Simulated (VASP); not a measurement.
CdS: relaxation of cell and atoms with PBEsol

CdS:

```xyz
2
Lattice="0.0000 2.7532 2.7532 2.7532 0.0000 2.7532 2.7532 2.7532 0.0000" Properties=species:S:1:pos:R:3 pbc="T T T"
Cd    0.0000    0.0000    0.0000
S     2.7532    2.7532    2.7532
```

| Property | Result |
| --- | --- |
| Program | VASP 6.6.1 |
| Task | relaxation of cell and atoms |
| Functional | PBEsol |
| Potentials or basis | VASP PAW PBE potentials, release 64 (Cd_sv_GW, S) |
| Cutoff | 540 eV |
| k mesh | 8 × 8 × 8 |
| Occupations | fermi-dirac, width 0.05 eV |
| Spin | no spin polarisation |
| Dipole correction | no |
| Further INCAR settings | ALGO = Normal; EDIFF = 1e-07; IBRION = 2; EDIFFG = -0.01; NSW = 60; ISIF = 3 |

- Relaxed volume: 19.47 Å³/atom
- Relaxed cell: a = 3.804 Å, b = 3.804 Å, c = 3.804 Å, α = 60.00°, β = 60.00°, γ = 60.00°
- Space group after relaxing (to 0.1 Å): Fm-3m (No. 225)
- Energy gained by relaxing: 25.7 meV/atom
- Ionic steps: 3
- Pressure after relaxing: 0.0 GPa
- Band gap on the k mesh: 0.13 eV (least direct gap 1.91 eV)

The path:
```
step  energy change (eV)  largest force (eV/Å)  pressure (GPa)  volume (Å³)
   1              0.0000                0.0000           -5.49        41.74
   2             -0.0366                0.0000            3.59        37.57
   3             -0.0514                0.0000           -0.01        38.94
```

Final structure:
```
CELL_PARAMETERS angstrom
0.00000 2.69012 2.69012
2.69012 0.00000 2.69012
2.69012 2.69012 0.00000
ATOMIC_POSITIONS crystal
Cd 0.00000 0.00000 0.00000
S 0.50000 0.50000 0.50000
```

Levels at points of the mesh, in eV from the valence-band top:
```csv
k point,band 9,band 10,band 11,band 12,band 13,band 14,band 15,band 16,band 17
"(0.00, 0.00, 0.00)",-7.72,-7.72,-0.89,-0.89,-0.89,1.02,9.16,9.16,9.16
"(0.50, 0.00, 0.00)",-7.47,-7.47,-5.15,0.00,0.00,3.29,5.74,5.74,7.19
"(0.50, 0.50, 0.00)",-7.40,-6.61,-4.67,-2.40,-2.40,0.13,5.83,10.02,11.50
```

Run time: 34 s on 1 thread of AMD EPYC 9R45 96-Core Processor (Zen 5) (shared host), peak memory 0.17 GiB.

Caveat: semilocal functionals underestimate gaps, and a narrow one can read as zero; the PAW data sets were made with another functional, which shifts forces and pressure a little. A k mesh can miss the band edges.
